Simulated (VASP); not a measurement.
# Mn3InC (Pm-3m) in VASP: single point with LDA

Aim: the single point of Mn3InC with LDA.

Everything below comes from runs of VASP 6.6.1. Logs are shortened: lines on timing, memory, paths and dates and some standing lists are left out, and cuts for length are marked.

### Step 1. The cell of the first run

The structure is cubic, space group Pm-3m (No. 221). The conventional cell has a = 3.820 Å, b = 3.820 Å, c = 3.820 Å, α = 90.00°, β = 90.00°, γ = 90.00°. Mn (site symmetry 4/mmm) has 2 C at 1.91 Å within 2.5 Å. In (site symmetry m-3m) has 12 Mn at 2.70 Å and 8 C at 3.31 Å within 3.6 Å. Within 2.5 Å of C (site symmetry m-3m) lie 6 Mn at 1.91 Å.

### Step 2. Single point, LDA, collinear spin, ferromagnetic start (11.15 Å³/atom)

The input, INCAR:

```
PREC = Accurate
ENCUT = 520
EDIFF = 1E-6
ISMEAR = 0
SIGMA = 0.05
LREAL = False
LASPH = True
NELM = 150
ALGO = Normal
ISIF = 2
LWAVE = False
LCHARG = False
ISPIN = 2
MAGMOM = 1.28 1.28 1.28 0 0
LORBIT = 11
LMAXMIX = 4
NBANDS = 40
```

The input, KPOINTS:

```
Automatic mesh
0
Gamma
  10 10 10
```

The input, POSCAR:

```
Mn3InC
1.0
    3.8195921314      0.0000000000      0.0000000000
    0.0000000000      3.8195921314      0.0000000000
    0.0000000000      0.0000000000      3.8195921314
Mn In C
3 1 1
Direct
    0.5000000000      0.0000000000      0.0000000000
    0.0000000000      0.0000000000      0.5000000000
    0.0000000000      0.5000000000      0.0000000000
    0.5000000000      0.5000000000      0.5000000000
    0.0000000000      0.0000000000      0.0000000000
```

Potentials or basis: VASP PAW LDA potentials, release 64 (Mn_pv, In_d, C).

On the command line:

```sh
> cat potpaw_LDA.64/Mn_pv/POTCAR potpaw_LDA.64/In_d/POTCAR potpaw_LDA.64/C/POTCAR > POTCAR
> mpirun -np 1 vasp_std > vasp.out
```

OUTCAR:

```text
PREC = Accurate
   ENCUT = 520
   EDIFF = 1E-6
   ISMEAR = 0
   LREAL = False
   LASPH = True
   NELM = 150
   ISIF = 2
   ISPIN = 2
   LORBIT = 11

 ion  position               nearest neighbor table
   1  0.500  0.000  0.000-   5 1.91   5 1.91   4 2.70   2 2.70   2 2.70   4 2.70   3 2.70   4 2.70
                             4 2.70   2 2.70   3 2.70   3 2.70   2 2.70   3 2.70
   2  0.000  0.000  0.500-   5 1.91   5 1.91   4 2.70   1 2.70   1 2.70   3 2.70   3 2.70   3 2.70
                             4 2.70   3 2.70   1 2.70   4 2.70   1 2.70   4 2.70
   3  0.000  0.500  0.000-   5 1.91   5 1.91   4 2.70   1 2.70   2 2.70   4 2.70   1 2.70   2 2.70
                             2 2.70   2 2.70   1 2.70   4 2.70   4 2.70   1 2.70
   4  0.500  0.500  0.500-   1 2.70   2 2.70   3 2.70   1 2.70   3 2.70   1 2.70   2 2.70   1 2.70
                             2 2.70   3 2.70   3 2.70   2 2.70
   5  0.000  0.000  0.000-   1 1.91   2 1.91   3 1.91   2 1.91   3 1.91   1 1.91

  LATTYP: Found a simple cubic cell.
 ALAT       =     3.8195921314

  Lattice vectors:

 A1 = (   3.8195921314,   0.0000000000,   0.0000000000)
 A2 = (   0.0000000000,   3.8195921314,   0.0000000000)
 A3 = (   0.0000000000,   0.0000000000,   3.8195921314)

Analysis of symmetry for initial positions (statically):
=====================================================================
 Subroutine PRICEL returns:
 Original cell was already a primitive cell.

 Routine SETGRP: Setting up the symmetry group for a
 simple cubic supercell.

 Subroutine GETGRP returns: Found 48 space group operations
 (whereof 48 operations were pure point group operations)
 out of a pool of 48 trial point group operations.

The static configuration has the point symmetry O_h .

Analysis of symmetry for dynamics (positions and initial velocities):
=====================================================================
 Subroutine PRICEL returns:
 Original cell was already a primitive cell.

 Routine SETGRP: Setting up the symmetry group for a
 simple cubic supercell.

 Subroutine GETGRP returns: Found 48 space group operations
 (whereof 48 operations were pure point group operations)
 out of a pool of 48 trial point group operations.

The dynamic configuration has the point symmetry O_h .

Analysis of structural, dynamic, and magnetic symmetry:
=====================================================================
 Subroutine PRICEL returns:
 Original cell was already a primitive cell.

 Routine SETGRP: Setting up the symmetry group for a
 simple cubic supercell.

 Subroutine GETGRP returns: Found 48 space group operations
 (whereof 48 operations were pure point group operations)
 out of a pool of 48 trial point group operations.

The overall configuration has the point symmetry O_h .

 Subroutine INISYM returns: Found 48 space group operations
 (whereof 48 operations are pure point group operations),
 and found     1 'primitive' translations

----------------------------------------------------------------------------------------

                                     Primitive cell

  volume of cell :      55.7251

  direct lattice vectors                    reciprocal lattice vectors
     3.819592131  0.000000000  0.000000000     0.261808058  0.000000000  0.000000000
     0.000000000  3.819592131  0.000000000     0.000000000  0.261808058  0.000000000
     0.000000000  0.000000000  3.819592131     0.000000000  0.000000000  0.261808058

  length of vectors
     3.819592131  3.819592131  3.819592131     0.261808058  0.261808058  0.261808058

  position of ions in fractional coordinates (direct lattice)
     0.500000000  0.000000000  0.000000000
     0.000000000  0.000000000  0.500000000
     0.000000000  0.500000000  0.000000000
     0.500000000  0.500000000  0.500000000
     0.000000000  0.000000000  0.000000000

  ion indices of the primitive-cell ions
   primitive index   ion index
                 1           1
                 2           2
                 3           3
                 4           4
                 5           5

[... 31 lines left out ...]
  0.300000  0.000000  0.000000      6.000000
  0.400000  0.000000  0.000000      6.000000
  0.500000  0.000000  0.000000      3.000000
[... 16 lines left out ...]
  0.200000  0.100000  0.100000     24.000000
  0.300000  0.100000  0.100000     24.000000
 [... further k-points ...]
   k-points           NKPTS =     56   k-points in BZ     NKDIM =     56   number of bands    NBANDS=     40
   number of dos      NEDOS =    301   number of ions     NIONS =      5
   total plane-waves  NPLWV =  21952
   dimension x,y,z NGX =    28 NGY =   28 NGZ =   28
   dimension x,y,z NGXF=    56 NGYF=   56 NGZF=   56
   ions per type =               3   1   1
   NGX,Y,Z   is equivalent  to a cutoff of  12.19, 12.19, 12.19 a.u.
   NGXF,Y,Z  is equivalent  to a cutoff of  24.37, 24.37, 24.37 a.u.
 SYSTEM =  unknown system
   PREC   = accura    normal or accurate (medium, high low for compatibility)
   ISTART =      0    job   : 0-new  1-cont  2-samecut
   ICHARG =      2    charge: 1-file 2-atom 10-const
   ISPIN  =      2    spin polarized calculation?
   LNONCOLLINEAR =      F non collinear calculations
   LSORBIT =      F    spin-orbit coupling
   LASPH  =      T    aspherical Exc in radial PAW
   ENCUT  =  520.0 eV  38.22 Ry    6.18 a.u.   7.10  7.10  7.10*2*pi/ulx,y,z
   NELM   =    150;   NELMIN=  2; NELMDL= -5     # of ELM steps
   EDIFF  = 0.1E-05   stopping-criterion for ELM
   LREAL  =      F    real-space projection
   EDIFFG = 0.1E-04   stopping-criterion for IOM
   NSW    =      0    number of steps for IOM
   IBRION =     -1    ionic relax: 0-MD 1-quasi-New 2-CG
   NFREE  =      0    steps in history (QN), initial steepest desc. (CG)
   ISIF   =      2    stress and relaxation
   ISYM   =      2    0-nonsym 1-usesym 2-fastsym
   POTIM  = 0.5000    time-step for ionic-motion
   TEBEG  =    0.0;   TEEND  =   0.0 temperature during run
   PSTRESS=    0.0 pullay stress
   NELECT =      56.0000    total number of electrons
   NUPDOWN=      -1.0000    fix difference up-down
   EMIN   =  10.00;   EMAX   =-10.00  energy-range for DOS
   EFERMI =   0.00;   METHOD = LEGACY
   ISMEAR =     0;   SIGMA  =   0.05  broadening in eV -4-tet -1-fermi 0-gaus
   EFERMI_NEDOS =   21; number of points for ismear=-14 and -15
   IALGO  =     38    algorithm
   IMIX   =      4    mixing-type and parameters
     AMIX     =   0.40;   BMIX     =  1.00
     AMIX_MAG =   1.60;   BMIX_MAG =  1.00
  volume/ion in A,a.u.               =      11.15        75.21
  Fermi-wavevector in a.u.,A,eV,Ry     =   1.639786  3.098746 36.584682  2.688898
  Thomas-Fermi vector in A             =   2.730533
   LORBIT       =     11    0 simple, 1 ext, 2 COOP (PROOUT), +10 PAW based schemes
   GGA     = CA    functional components
   LHFCALC =     F    Hartree Fock is set to
   AEXX    =    0.0000 exact exchange contribution
   IVDW    =     0    specifies the selected vdW correction
   LEPSILON=     F    determine dielectric tensor
   LRPA    =     F    only Hartree local field effects (RPA)
 spin polarized calculation
 Gauss-broadening in eV      SIGMA  =   0.05
  energy-cutoff  :      520.00
  volume of cell :       55.73
 maximum number of plane-waves:      1516
   NGX = 15   NGY = 15   NGZ = 15

 number of electron      56.0000009 magnetization       3.8840719

 Free energy of the ion-electron system (eV)
  ---------------------------------------------------
  ext. energy  EPLUGINS =         0.00000000
  ---------------------------------------------------
  free energy    TOTEN  =       -43.73714014 eV

  energy without entropy =      -43.73217057  energy(sigma->0) =      -43.73465536

 E-fermi :  10.7285     XC(G=0): -13.6632

 val. band max:       10.7149515106   @ k =   0.4000   0.3000   0.0000
 cond. band min:      10.7341031172   @ k =   0.2000   0.2000   0.1000
 fundamental gap:      0.0191516065
 Fermi energy:        10.7284576506

 spin component 1

 k-point     1 :       0.0000    0.0000    0.0000
  band No.  band energies     occupation
      1     -37.5087      1.00000
      2     -37.5087      1.00000
      3     -37.5087      1.00000
      4     -37.2806      1.00000
      5     -37.2806      1.00000
      6     -37.2806      1.00000
[... 1021 lines left out ...]
     39      19.5553      0.00000
     40      20.2295      0.00000

 [... further k-points ...]

 spin component 2

 k-point     1 :       0.0000    0.0000    0.0000
  band No.  band energies     occupation
      1     -36.4195      1.00000
      2     -36.4195      1.00000
      3     -36.4195      1.00000
      4     -35.8858      1.00000
      5     -35.8858      1.00000
      6     -35.8858      1.00000
[... 1021 lines left out ...]
     39      19.8908      0.00000
     40      20.6014      0.00000

 [... further k-points ...]

------------------------ aborting loop because EDIFF is reached ----------------------------------------

  FORCE on cell =-STRESS in cart. coord.  units (eV):
  Direction    XX          YY          ZZ          XY          YZ          ZX
  --------------------------------------------------------------------------------------
  -------------------------------------------------------------------------------------
  Total        0.0748600      0.0748600      0.0748600     -0.0000000     -0.0000000     -0.0000000
  in kB        2.1523326      2.1523326      2.1523326     -0.0000000     -0.0000000     -0.0000000
  external PRESSURE =       2.1523326 kB  Pullay stress =       0.0000000 kB

 VOLUME and BASIS-vectors are now :
 -----------------------------------------------------------------------------
  energy-cutoff  :      520.00
  volume of cell :       55.73
      direct lattice vectors                 reciprocal lattice vectors
     3.819592131  0.000000000  0.000000000     0.261808058  0.000000000  0.000000000
     0.000000000  3.819592131  0.000000000     0.000000000  0.261808058  0.000000000
     0.000000000  0.000000000  3.819592131     0.000000000  0.000000000  0.261808058

 POSITION                                       TOTAL-FORCE (eV/Angst)
 -----------------------------------------------------------------------------------
      1.90980      0.00000      0.00000         0.000000      0.000000      0.000000
      0.00000      0.00000      1.90980         0.000000      0.000000      0.000000
      0.00000      1.90980      0.00000         0.000000      0.000000      0.000000
      1.90980      1.90980      1.90980         0.000000      0.000000      0.000000
      0.00000      0.00000      0.00000         0.000000      0.000000      0.000000
 -----------------------------------------------------------------------------------
    total drift:                                0.000000      0.000000     -0.000000

  FREE ENERGIE OF THE ION-ELECTRON SYSTEM (eV)
  ---------------------------------------------------
  free  energy   TOTEN  =       -43.7371401414 eV

  energy  without entropy=      -43.7321705733  energy(sigma->0) =      -43.73465536

 total charge

# of ion       s       p       d       tot
------------------------------------------
    1        0.333   6.396   5.291  12.021
    2        0.333   6.396   5.291  12.021
    3        0.333   6.396   5.291  12.021
    4        0.878   0.980   9.925  11.783
    5        0.896   1.606   0.000   2.502
--------------------------------------------------
tot          2.774  21.774  25.799  50.348

 magnetization (x)

# of ion       s       p       d       tot
------------------------------------------
    1        0.003   0.004   1.299   1.307
    2        0.003   0.004   1.299   1.307
    3        0.003   0.004   1.299   1.307
    4       -0.019  -0.053   0.027  -0.045
    5       -0.010  -0.071   0.000  -0.081
--------------------------------------------------
tot         -0.019  -0.111   3.925   3.795
```

Wall time 2.9 min (1 thread of Intel Xeon Platinum 8259CL at 2.50GHz (Skylake/Cascade Lake), shared host); peak memory 0.28 GiB.

Results:

| Property | Result |
| --- | --- |
| Free energy | -43.7371 eV |
| Pressure | 0.2 GPa |
| Net moment | 3.88 μB per cell |
| Site moments | Mn +1.31; In -0.04; C -0.08 μB |
| Valence electrons inside the program's atomic spheres | Mn 12.02; In 11.78; C 2.50 |

Levels at points of the mesh, in eV from the Fermi level:
Spin up:
```tsv
k point	band 28	band 29	band 30	band 31	band 32	band 33
(0.00, 0.00, 0.00)	-0.52	-0.52	0.60	0.71	0.71	0.71
(0.50, 0.00, 0.00)	-0.82	-0.67	-0.20	0.71	1.48	1.48
(0.50, 0.50, 0.00)	-0.53	-0.53	-0.43	0.05	1.18	1.18
(0.50, 0.50, 0.50)	-1.50	-0.46	-0.46	0.54	0.54	0.54
```
Spin down:
| k point | band 23 | band 24 | band 25 | band 26 | band 27 | band 28 | band 29 | band 30 |
| --- | --- | --- | --- | --- | --- | --- | --- | --- |
| (0.00, 0.00, 0.00) | -1.95 | -1.95 | 0.60 | 0.60 | 0.66 | 0.66 | 0.66 | 1.75 |
| (0.50, 0.00, 0.00) | -2.19 | -0.85 | -0.35 | 0.35 | 0.35 | 0.35 | 0.42 | 0.90 |
| (0.50, 0.50, 0.00) | -0.86 | -0.86 | -0.67 | -0.67 | 0.27 | 0.40 | 0.54 | 0.99 |
| (0.50, 0.50, 0.50) | -0.66 | -0.66 | -0.66 | -0.59 | -0.59 | -0.59 | 1.06 | 1.06 |

Caveat: spin-orbit coupling is left out, which moves the levels of the heavy elements.
